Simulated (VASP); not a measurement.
A run of VASP 6.6.1 is set up as follows.

POSCAR

```
AlN
1.0
    3.2923469533      0.0000000000      0.0000000000
   -1.6461734767      2.8512560996      0.0000000000
    0.0000000000      0.0000000000      4.1369585597
Al N
2 2
Direct
    0.3333333333      0.6666666667      0.2500000000
    0.6666666667      0.3333333333      0.7500000000
    0.6666666667      0.3333333333      0.2500000000
    0.3333333333      0.6666666667      0.7500000000
```

INCAR.step1

```
ALGO = Normal
EDIFF = 1E-5
ENCUT = 520
GGA = PE
ISIF = 2
ISMEAR = 0
LASPH = T
LREAL = F
LWAVE = T
NBANDS = 16
NELM = 80
PREC = Accurate
SIGMA = 0.01
```

The input INCAR.step2:

```
AEXX = 1.0
AGGAC = 0.0
ALDAC = 0.0
ALGO = Normal
EDIFF = 1E-6
ENCUT = 520
GGA = PE
ISIF = 2
ISMEAR = 0
ISTART = 1
LASPH = T
LCHARG = T
LELF = T
LHFCALC = T
LREAL = F
LVHAR = T
LWAVE = F
NBANDS = 16
NELM = 80
PREC = Accurate
PRECFOCK = Normal
SIGMA = 0.01
```

File KPOINTS:

```
k-points
0
Gamma
  6 6 4
```

Potentials or basis: VASP PAW PBE potentials, release 64 (Al, N).

Command:

```bash
$ cat potpaw_PBE.64/Al/POTCAR potpaw_PBE.64/N/POTCAR > POTCAR
$ cp INCAR.step1 INCAR
$ mpirun -np 1 vasp_std > vasp.out
$ cp INCAR.step2 INCAR
$ mpirun -np 1 vasp_std > vasp.out
```

(1) Estimate the band gap on the k mesh.

(2) Predict the pressure.

Results:

(1) 10.23 eV, direct.

(2) -1.4 GPa.

Caveat: the PAW data sets were made with another functional, which shifts forces and pressure a little.
